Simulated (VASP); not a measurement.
# PtSe2 (P-3m1) in VASP: a series of runs

Runs on PtSe2. Level: PBE. Tasks: single point.

All numbers are computed with VASP 6.6.1; they aren't measurements. Logs are shortened: lines on timing, memory, paths and dates and some standing lists are left out, and cuts for length are marked.

## 1. The cell of the first run

It takes space group P-3m1 (No. 164, trigonal). The conventional cell has a = 3.752 Å, b = 3.752 Å, c = 6.870 Å, α = 90.00°, β = 90.00°, γ = 120.00°. Pt (site symmetry -3m) has 6 Se at 2.57 Å within 3.4 Å. Within 3.4 Å of Se (site symmetry 3m) lie 3 Pt at 2.57 Å.

## 2. Single point, PBE (strain +0.0525 x Voigt [0, 0, 1, 0, 0, 0])

File INCAR:

```
PREC     = Accurate       # precision mode
ENCUT    = 520            # plane-wave cutoff, eV
EDIFF    = 1E-6           # SCF threshold, eV
ISMEAR   = 0              # smearing method
SIGMA    = 0.05           # smearing width, eV
LREAL    = False          # projectors in reciprocal space
LASPH    = True           # aspherical terms in the spheres
NELM     = 60             # most SCF steps
ALGO     = Normal         # electronic algorithm
ISIF     = 2              # what is computed and relaxed
LWAVE    = False          # write WAVECAR
LCHARG   = False          # write CHGCAR
GGA      = PE             # functional
NBANDS   = 18             # bands
```

File KPOINTS:

```
regular mesh
0
Gamma
  12 12 4
```

File POSCAR:

```
PtSe2
1.0
    3.7516620337      0.0000000000      0.0000000000
   -1.8758310169      3.2490346276      0.0000000000
    0.0000000000      0.0000000000      6.8695396719
Pt Se
1 2
Direct
    0.0000000000      0.0000000000      0.0000000000
    0.3333333333      0.6666666667      0.2001869949
    0.6666666667      0.3333333333      0.7998130051
```

Potentials or basis: VASP PAW PBE potentials, release 64 (Pt, Se).

Run with:

```
$ cat potpaw_PBE.64/Pt/POTCAR potpaw_PBE.64/Se/POTCAR > POTCAR
$ mpirun -np 1 vasp_std > vasp.out
```

OUTCAR:

```text
PREC = Accurate
   ENCUT = 520
   EDIFF = 1E-6
   ISMEAR = 0
   LREAL = False
   LASPH = True
   NELM = 60
   ISIF = 2
   GGA = PE

 ion  position               nearest neighbor table
   1  0.000  0.000  0.000-   2 2.57   3 2.57   3 2.57   2 2.57   3 2.57   2 2.57
   2  0.333  0.667  0.200-   1 2.57   1 2.57   1 2.57
   3  0.667  0.333  0.800-   1 2.57   1 2.57   1 2.57

  LATTYP: Found a hexagonal cell.
 ALAT       =     3.7516620337
 C/A-ratio  =     1.8310657011

  Lattice vectors:

 A1 = (   3.7516620337,   0.0000000000,   0.0000000000)
 A2 = (  -1.8758310169,   3.2490346276,   0.0000000000)
 A3 = (   0.0000000000,   0.0000000000,   6.8695396719)

Analysis of symmetry for initial positions (statically):
=====================================================================
 Subroutine PRICEL returns:
 Original cell was already a primitive cell.

 Routine SETGRP: Setting up the symmetry group for a
 hexagonal supercell.

 Subroutine GETGRP returns: Found 12 space group operations
 (whereof 12 operations were pure point group operations)
 out of a pool of 24 trial point group operations.

The static configuration has the point symmetry D_3d.

Analysis of symmetry for dynamics (positions and initial velocities):
=====================================================================
 Subroutine PRICEL returns:
 Original cell was already a primitive cell.

 Routine SETGRP: Setting up the symmetry group for a
 hexagonal supercell.

 Subroutine GETGRP returns: Found 12 space group operations
 (whereof 12 operations were pure point group operations)
 out of a pool of 24 trial point group operations.

The dynamic configuration has the point symmetry D_3d.

 Subroutine INISYM returns: Found 12 space group operations
 (whereof 12 operations are pure point group operations),
 and found     1 'primitive' translations

----------------------------------------------------------------------------------------

                                     Primitive cell

  volume of cell :      83.7347

  direct lattice vectors                    reciprocal lattice vectors
     3.751662034  0.000000000  0.000000000     0.266548530  0.153891866  0.000000000
    -1.875831017  3.249034628  0.000000000     0.000000000  0.307783731  0.000000000
     0.000000000  0.000000000  6.869539672     0.000000000  0.000000000  0.145570162

  length of vectors
     3.751662034  3.751662034  6.869539672     0.307783731  0.307783731  0.145570162

  position of ions in fractional coordinates (direct lattice)
     0.000000000  0.000000000  0.000000000
     0.333333333  0.666666667  0.200186995
     0.666666667  0.333333333  0.799813005

  ion indices of the primitive-cell ions
   primitive index   ion index
                 1           1
                 2           2
                 3           3

----------------------------------------------------------------------------------------

 KPOINTS: regular mesh

Automatic generation of k-mesh.
 Grid dimensions read from file:
 generate k-points for:   12   12    4

 Generating k-lattice:

  Cartesian coordinates                     Fractional coordinates (reciprocal lattice)
     0.022212377  0.012824322  0.000000000     0.083333333 -0.000000000  0.000000000
     0.000000000  0.025648644  0.000000000     0.000000000  0.083333333  0.000000000
     0.000000000  0.000000000  0.036392540     0.000000000  0.000000000  0.250000000

  Length of vectors
     0.025648644  0.025648644  0.036392540

  Shift w.r.t. Gamma in fractional coordinates (k-lattice)
     0.000000000  0.000000000  0.000000000

 Subroutine IBZKPT returns following result:
 ===========================================

 Found     69 irreducible k-points:

 Following reciprocal coordinates:
            Coordinates               Weight
  0.000000  0.000000  0.000000      1.000000
  0.083333  0.000000  0.000000      6.000000
  0.166667  0.000000  0.000000      6.000000
  0.250000  0.000000  0.000000      6.000000
  0.333333  0.000000  0.000000      6.000000
  0.416667  0.000000  0.000000      6.000000
[... 16 lines left out ...]
  0.166667  0.000000  0.250000      6.000000
  0.000000  0.166667  0.250000      6.000000
 [... further k-points ...]
   k-points           NKPTS =     69   k-points in BZ     NKDIM =     69   number of bands    NBANDS=     18
   number of dos      NEDOS =    301   number of ions     NIONS =      3
   total plane-waves  NPLWV =  42336
   dimension x,y,z NGX =    28 NGY =   28 NGZ =   54
   dimension x,y,z NGXF=    56 NGYF=   56 NGZF=  108
   ions per type =               1   2
   NGX,Y,Z   is equivalent  to a cutoff of  12.41, 12.41, 13.07 a.u.
   NGXF,Y,Z  is equivalent  to a cutoff of  24.82, 24.82, 26.14 a.u.
 SYSTEM =  unknown system
   PREC   = accura    normal or accurate (medium, high low for compatibility)
   ISTART =      0    job   : 0-new  1-cont  2-samecut
   ICHARG =      2    charge: 1-file 2-atom 10-const
   ISPIN  =      1    spin polarized calculation?
   LNONCOLLINEAR =      F non collinear calculations
   LSORBIT =      F    spin-orbit coupling
   LASPH  =      T    aspherical Exc in radial PAW
   ENCUT  =  520.0 eV  38.22 Ry    6.18 a.u.   6.98  6.98 12.77*2*pi/ulx,y,z
   NELM   =     60;   NELMIN=  2; NELMDL= -5     # of ELM steps
   EDIFF  = 0.1E-05   stopping-criterion for ELM
   LREAL  =      F    real-space projection
   EDIFFG = 0.1E-04   stopping-criterion for IOM
   NSW    =      0    number of steps for IOM
   IBRION =     -1    ionic relax: 0-MD 1-quasi-New 2-CG
   NFREE  =      0    steps in history (QN), initial steepest desc. (CG)
   ISIF   =      2    stress and relaxation
   ISYM   =      2    0-nonsym 1-usesym 2-fastsym
   POTIM  = 0.5000    time-step for ionic-motion
   TEBEG  =    0.0;   TEEND  =   0.0 temperature during run
   PSTRESS=    0.0 pullay stress
   NELECT =      22.0000    total number of electrons
   NUPDOWN=      -1.0000    fix difference up-down
   EMIN   =  10.00;   EMAX   =-10.00  energy-range for DOS
   EFERMI =   0.00;   METHOD = LEGACY
   ISMEAR =     0;   SIGMA  =   0.05  broadening in eV -4-tet -1-fermi 0-gaus
   EFERMI_NEDOS =   21; number of points for ismear=-14 and -15
   IALGO  =     38    algorithm
   IMIX   =      4    mixing-type and parameters
     AMIX     =   0.40;   BMIX     =  1.00
     AMIX_MAG =   1.60;   BMIX_MAG =  1.00
  volume/ion in A,a.u.               =      27.91       188.36
  Fermi-wavevector in a.u.,A,eV,Ry     =   1.048529  1.981433 14.958426  1.099413
  Thomas-Fermi vector in A             =   2.183454
   LORBIT       =      0    0 simple, 1 ext, 2 COOP (PROOUT), +10 PAW based schemes
   GGA     = PE    functional components
   LHFCALC =     F    Hartree Fock is set to
   AEXX    =    0.0000 exact exchange contribution
   IVDW    =     0    specifies the selected vdW correction
   LEPSILON=     F    determine dielectric tensor
   LRPA    =     F    only Hartree local field effects (RPA)
 non-spin polarized calculation
 Gauss-broadening in eV      SIGMA  =   0.05
  energy-cutoff  :      520.00
  volume of cell :       83.73
 maximum number of plane-waves:      2279
   NGX = 13   NGY = 13   NGZ = 25

 number of electron      21.9999997 magnetization

 Free energy of the ion-electron system (eV)
  ---------------------------------------------------
  ext. energy  EPLUGINS =         0.00000000
  ---------------------------------------------------
  free energy    TOTEN  =       -14.25165689 eV

  energy without entropy =      -14.25165689  energy(sigma->0) =      -14.25165689

 E-fermi :   2.6442     XC(G=0):  -8.7147

 val. band max:        2.3918674721   @ k =   0.0000   0.0833   0.2500
 cond. band min:       3.4272802860   @ k =   0.0000   0.2500   0.2500
 fundamental gap:      1.0354128139
 Fermi energy:         2.6441819988

 k-point     1 :       0.0000    0.0000    0.0000
  band No.  band energies     occupation
      1     -11.3319      2.00000
      2      -9.8087      2.00000
      3      -2.6684      2.00000
      4      -2.3249      2.00000
      5      -2.3249      2.00000
      6      -0.2937      2.00000
[... 10 lines left out ...]
     17      10.8170      0.00000
     18      11.1921      0.00000

 k-point     2 :       0.0833    0.0000    0.0000
  band No.  band energies     occupation
      1     -11.2637      2.00000
      2      -9.8079      2.00000
      3      -2.5929      2.00000
      4      -2.3391      2.00000
      5      -2.2855      2.00000
      6      -0.3928      2.00000
[... 10 lines left out ...]
     17      11.0784      0.00000
     18      11.4861      0.00000

 k-point     3 :       0.1667    0.0000    0.0000
  band No.  band energies     occupation
      1     -11.0682      2.00000
      2      -9.8069      2.00000
      3      -2.4213      2.00000
      4      -2.3136      2.00000
      5      -2.1831      2.00000
      6      -0.7736      2.00000
[... 10 lines left out ...]
     17      11.6707      0.00000
     18      11.7059      0.00000

 k-point     4 :       0.2500    0.0000    0.0000
  band No.  band energies     occupation
      1     -10.7749      2.00000
      2      -9.8086      2.00000
      3      -2.4071      2.00000
      4      -2.0669      2.00000
      5      -2.0535      2.00000
      6      -1.3704      2.00000
[... 375 lines left out ...]
      4      -2.3345      2.00000
      5      -2.2856      2.00000
      6      -0.3942      2.00000
[... 10 lines left out ...]
     17      10.7123      0.00000
     18      11.0856      0.00000

 k-point    23 :       0.1667    0.0000    0.2500
  band No.  band energies     occupation
      1     -11.0538      2.00000
      2      -9.8320      2.00000
      3      -2.3791      2.00000
      4      -2.2767      2.00000
      5      -2.1815      2.00000
      6      -0.7689      2.00000
[... 10 lines left out ...]
     17      11.5004      0.00000
     18      11.6341      0.00000

 k-point    24 :       0.0000    0.1667    0.2500
  band No.  band energies     occupation
      1     -11.0546      2.00000
      2      -9.8303      2.00000
      3      -2.4450      2.00000
      4      -2.2148      2.00000
      5      -2.1843      2.00000
      6      -0.7790      2.00000
[... 10 lines left out ...]
     17      10.7641      0.00000
     18      11.7658      0.00000

 [... further k-points ...]
[... 5 lines left out ...]
  --------------------------------------------------------------------------------------
  -------------------------------------------------------------------------------------
  Total       -1.5025724     -1.5025724     -2.0269337      0.0000000      0.0000000      0.0000000
  in kB      -28.7501630    -28.7501630    -38.7832722      0.0000000      0.0000000      0.0000000
  external PRESSURE =     -32.0945327 kB  Pullay stress =       0.0000000 kB

 VOLUME and BASIS-vectors are now :
 -----------------------------------------------------------------------------
  energy-cutoff  :      520.00
  volume of cell :       83.73
      direct lattice vectors                 reciprocal lattice vectors
     3.751662034  0.000000000  0.000000000     0.266548530  0.153891866  0.000000000
    -1.875831017  3.249034628  0.000000000     0.000000000  0.307783731  0.000000000
     0.000000000  0.000000000  6.869539672     0.000000000  0.000000000  0.145570162

 POSITION                                       TOTAL-FORCE (eV/Angst)
 -----------------------------------------------------------------------------------
      0.00000      0.00000      0.00000        -0.000000      0.000000      0.000000
     -0.00000      2.16602      1.37519        -0.000000      0.000000     -0.722312
      1.87583      1.08301      5.49435         0.000000     -0.000000      0.722312
 -----------------------------------------------------------------------------------
    total drift:                                0.000000     -0.000000     -0.000000

  FREE ENERGIE OF THE ION-ELECTRON SYSTEM (eV)
  ---------------------------------------------------
  free  energy   TOTEN  =       -14.2516568901 eV

  energy  without entropy=      -14.2516568901  energy(sigma->0) =      -14.25165689
```

It took 2.5 min on 1 thread of Intel Xeon 8259CL, shared host; peak memory 0.26 GiB.

What came out:

| Item | Value |
| --- | --- |
| Free energy | -14.2517 eV |
| Pressure | -3.2 GPa |
| Largest force | 0.722 eV/Å |
| Band gap on the k mesh | 1.04 eV, indirect (least direct gap 1.19 eV) |

Forces on the atoms (eV/Å):
```
Pt   0.000  0.000  0.000
Se   0.000  0.000 -0.722
Se   0.000  0.000  0.722
```

Stress tensor (GPa, compression positive):
```
-2.88  0.00  0.00
 0.00 -2.88  0.00
 0.00  0.00 -3.88
```

Caveat: the cell differs from its parent crystal (strain +0.0525 x Voigt [0, 0, 1, 0, 0, 0]); spin-orbit coupling is left out, which moves the levels of the heavy elements; this functional lacks dispersion, which binds the layers, so the pressure and a relaxed spacing across them are unreliable. A k mesh can miss the band edges.

## 3. Single point, PBE (strain +0.0600 x Voigt [0, 0, 1, 0, 0, 0])

File INCAR:

```
SYSTEM = PtSe2
ALGO     = Normal         ! electronic algorithm
EDIFF    = 1E-6           ! SCF threshold, eV
ENCUT    = 520            ! plane-wave cutoff, eV
GGA      = PE             ! functional
ISIF     = 2              ! what is computed and relaxed
ISMEAR   = 0              ! smearing method
LASPH    = .True.         ! aspherical terms in the spheres
LCHARG   = .False.        ! write CHGCAR
LREAL    = .False.        ! projectors in reciprocal space
LWAVE    = .False.        ! write WAVECAR
NBANDS   = 18             ! bands
NELM     = 80             ! most SCF steps
PREC     = Accurate       ! precision mode
SIGMA    = 0.05           ! smearing width, eV
```

File KPOINTS:

```
k-points
0
Gamma
  12 12 4
  0 0 0
```

Edit POSCAR of step 2 so:

```diff
@@ -4,3 +4,3 @@
    -1.8758310169      3.2490346276      0.0000000000
-    0.0000000000      0.0000000000      6.8695396719
+    0.0000000000      0.0000000000      6.9184912610
 Pt Se
```

Potentials or basis: VASP PAW PBE potentials, release 64 (Pt, Se).

Run with:

```
$ cat potpaw_PBE.64/Pt/POTCAR potpaw_PBE.64/Se/POTCAR > POTCAR
$ mpirun -np 1 vasp_std > vasp.out
```

Run time: 2.6 min. Hardware: 1 thread of Intel Xeon 8259CL, shared host; peak memory 0.26 GiB.

It converged, with:

```
Free energy            : -14.2364 eV
Pressure               : -3.6 GPa
Largest force          : 0.818 eV/Å
Band gap on the k mesh : 1.02 eV, indirect (least direct gap 1.20 eV)
```

Forces in eV/Å, atoms in the order of the input:
```
Pt   0.000  0.000  0.000
Se   0.000  0.000 -0.818
Se   0.000  0.000  0.818
```

Stress tensor (GPa, compression positive):
```
-3.21  0.00  0.00
 0.00 -3.21  0.00
 0.00  0.00 -4.39
```

Levels at points of the mesh, in eV from the valence-band top:
```
           k point  band 7  band 8  band 9  band 10  band 11  band 12  band 13  band 14  band 15  band 16
(0.00, 0.00, 0.00)   -2.67   -1.51   -0.28     0.00     0.00     2.62     2.62     4.08     5.46     8.43
(0.50, 0.00, 0.00)   -2.27   -2.12   -1.82    -1.66    -1.63     2.03     2.43     4.60     6.12     7.96
(0.00, 0.00, 0.50)   -2.67   -1.30   -1.15    -0.02    -0.02     2.66     2.66     5.52     5.63     7.01
(0.50, 0.00, 0.50)   -2.31   -2.12   -1.84    -1.59    -1.33     2.20     2.34     4.30     5.84     7.29
```

Caveat: the cell differs from its parent crystal (strain +0.0600 x Voigt [0, 0, 1, 0, 0, 0]); spin-orbit coupling is left out, which moves the levels of the heavy elements; this functional lacks dispersion, which binds the layers, so the pressure and a relaxed spacing across them are unreliable. A k mesh can miss the band edges.
